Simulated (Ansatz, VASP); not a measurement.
**Two plane-wave programs on Ge**

File INCAR:

```
PREC = Accurate ; ENCUT = 520
EDIFF = 1E-7 ; ISMEAR = -1
SIGMA = 0.1 ; LREAL = False
LASPH = True ; NELM = 100
ALGO = Normal ; ISIF = 2
LWAVE = False ; LCHARG = True
GGA = PE ; LELF = True
LVHAR = True ; NBANDS = 13
```

Contents of KPOINTS:

```
regular mesh
0
Gamma
  15 15 15
```

POSCAR

```
Ge
1.0
   -1.6679346553      1.6679346553      1.6679346553
    1.6679346553     -1.6679346553      1.6679346553
    1.6679346553      1.6679346553     -1.6679346553
Ge
1
Direct
    0.0000000000      0.0000000000      0.0000000000
```

Input for Ansatz:

```yaml
crystal:
  lattice:
    - [-1.6679346553, 1.6679346553, 1.6679346553]
    - [1.6679346553, -1.6679346553, 1.6679346553]
    - [1.6679346553, 1.6679346553, -1.6679346553]
  atoms:
    - { symbol: Ge, position: [0.0, 0.0, 0.0] }
hamiltonian:
  xc: pbe
  pseudopotentials:
    kind: paw
    azcp:
      Ge: "pseudopotentials/Ge.paw.azcp"
basis:
  ecutwfc: 420
  fft_grid_basis: typed
kpoints:
  mp_grid: { grid: [15, 15, 15], shift: [0, 0, 0] }
magnetization:
  spin_polarized: false
scf:
  occupations: { method: fermi_dirac, width: 0.1 }
  lower_state_search: "off"
output:
  stress: true
  write_density: true
  write_potential: true
  elf: true
  volumetric_format: npy
```

Alike in both runs: task single point; functional PBE; k mesh 15 × 15 × 15; occupations fermi-dirac, width 0.1 eV; no spin polarisation.

|  | VASP | Ansatz |
| --- | --- | --- |
| version | VASP 6.6.1 | Ansatz 0.2.0 |
| potentials or method | VASP PAW PBE potentials, release 64 (Ge_d), cutoff 520 eV | plane waves (420 eV) with PAW, scalar-relativistic |
| valence electrons in the cell | 14 | 14 |

```tsv
	VASP	Ansatz	Ansatz less VASP
pressure (GPa)	2.3	2.3	-0.04
```
